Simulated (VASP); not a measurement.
**HC2: single point with PBEsol**

The system is HC2, a slab with vacuum.

```xyz
24
Lattice="5.0487 0.0000 0.0000 2.5244 4.3723 0.0000 0.0000 0.0000 16.7764" Properties=species:S:1:pos:R:3 pbc="T T T"
H     1.2622    0.7287    1.0000
H     3.7866    0.7287    1.0000
H     2.5244    2.9149    1.0000
H     5.0487    2.9149    1.0000
H     2.6551   -0.1066    5.7687
H     1.3491    1.9472    5.7251
H     3.8890    2.2612    5.8158
H     2.6405    4.5487    5.6993
C     1.2622    0.7287    2.1000
C     3.7866    0.7287    2.1000
C     2.5244    2.9149    2.1000
C     5.0487    2.9149    2.1000
C     0.0000    1.4574    2.6153
C     2.5244    1.4574    2.6153
C     1.2622    3.6436    2.6153
C     3.7866    3.6436    2.6153
C     0.0433    1.3727    4.1952
C     2.4344    1.4391    4.2094
C     1.2938    3.5414    4.1988
C     3.8986    3.5360    4.1684
C     0.0528   -0.0325    4.6682
C     2.5513   -0.0943    4.6728
C     1.2945    2.1181    4.6452
C     3.8242    2.1822    4.6994
```

```
Program             : VASP 6.6.1
Task                : single point
Functional          : PBEsol
Potentials or basis : VASP PAW PBE potentials, release 64 (H, C)
Cutoff              : 520 eV
k mesh              : 3 × 3 × 1
Occupations         : fermi-dirac, width 0.02 eV
Spin                : no spin polarisation
```

```
Largest force          : 7.495 eV/Å
Band gap on the k mesh : 2.74 eV
```

Forces on the atoms (eV/Å):
```
H   -0.001 -0.087 -0.354
H   -0.027 -0.047 -0.318
H    0.060 -0.007 -0.353
H    0.061 -0.058 -0.374
H   -0.564  0.051  0.465
H   -0.385  0.803  0.998
H   -0.288 -0.280 -0.173
H   -0.122 -0.786  2.338
C    0.006  0.008  1.419
C   -0.001  0.019  1.981
C    0.001 -0.034  1.455
C    0.033 -0.055  1.182
C    0.133 -0.424 -0.467
C   -0.318 -0.138 -0.254
C    0.339 -0.734 -0.419
C    0.761 -0.742 -0.765
C   -1.608  1.917 -1.977
C    6.751 -2.460 -2.134
C    0.475  3.100 -0.628
C   -3.351  2.994 -0.043
C    0.134 -1.792 -2.019
C    0.973  1.440 -0.393
C   -2.559  0.178  1.210
C   -0.501 -2.867 -0.376
```

Levels at points of the mesh, in eV from the valence-band top:
```
           k point  band 32  band 33  band 34  band 35  band 36  band 37  band 38  band 39  band 40  band 41
(0.00, 0.00, 0.00)    -2.21    -1.67    -1.38    -0.37     0.00     2.74     3.19     4.60     5.28     5.45
```

It took 8.5 min on 1 thread of Intel Xeon 8259CL, with other jobs on the host, peak memory 0.48 GiB.

Caveat: the k points lie up to 0.48 Å⁻¹ apart; there is no dipole correction, which matters where the two faces differ; the PAW data sets were made with another functional, which shifts forces and pressure a little.
